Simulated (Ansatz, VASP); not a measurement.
# Cd2S5 in VASP and in Ansatz

```xyz
7
Lattice="-3.2038 2.7687 0.0178 -3.2038 -2.7687 0.0178 -1.0277 0.0000 10.2064" Properties=species:S:1:pos:R:3 pbc="T T T"
Cd   -5.7071   -1.0824    8.7612
Cd   -1.7282   -1.0824    1.4809
S    -6.1137   -0.1467    2.8839
S    -2.9198   -1.5407    4.5389
S    -4.5155   -1.5407    5.7032
S    -1.3216   -0.1467    7.3582
S    -3.2038    0.3787    0.0178
```

Alike in both runs: task single point; functional PBE; k mesh 4 × 4 × 2; occupations gaussian, width 0.1 eV; no spin polarisation.

|  | VASP | Ansatz |
| --- | --- | --- |
| version | VASP 6.6.1 | Ansatz 0.2.0 |
| potentials or method | VASP PAW PBE potentials, release 64 (Cd_sv_GW, S), cutoff 540 eV | scalar-relativistic, plane waves, PAW |
| valence electrons in the cell | 70 | 70 |

```csv
,VASP,Ansatz,Ansatz less VASP
gap on the k mesh at the Fermi level (eV),0.98,0.97,-0.014
least direct gap on the mesh (eV),0.98,0.97,-0.014
pressure (GPa),-0.7,0.0,+0.76
"traceless stress, the component that is largest in VASP (GPa)",0.14,0.02,-0.126
rms of the force components (eV/Å),0.041,0.004,-0.0366
```

Atom by atom the forces differ by 0.042 eV/Å (rms over components).
